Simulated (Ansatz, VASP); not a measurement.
HgTe: VASP beside Ansatz

```
Hg Te
1.0
     0.00000    3.27635    3.27635
     3.27635    0.00000    3.27635
     3.27635    3.27635    0.00000
Hg Te
1 1
Direct
  0.00000 0.00000 0.00000
  0.75000 0.75000 0.75000
```

Change from the starting cell: volume scaled by 1.05.

Alike in both runs: task single point; functional LDA; k mesh 11 × 11 × 11; occupations fermi-dirac, width 0.03 eV; no spin polarisation.

|  | VASP | Ansatz |
| --- | --- | --- |
| version | VASP 6.6.1 | Ansatz 0.2.0 |
| potentials or method | VASP PAW LDA potentials, release 64 (Hg, Te), cutoff 520 eV | all-electron LAPW, scalar-relativistic |

```tsv
	VASP	Ansatz	Ansatz less VASP
pressure (GPa)	-2.0	-2.2	-0.20
```

LDA's correlation is that of Perdew and Zunger in VASP and of Perdew and Wang (1992) in Ansatz. Ansatz ran all-electron here, and VASP with PAW potentials.

Neither program's run includes spin-orbit coupling.
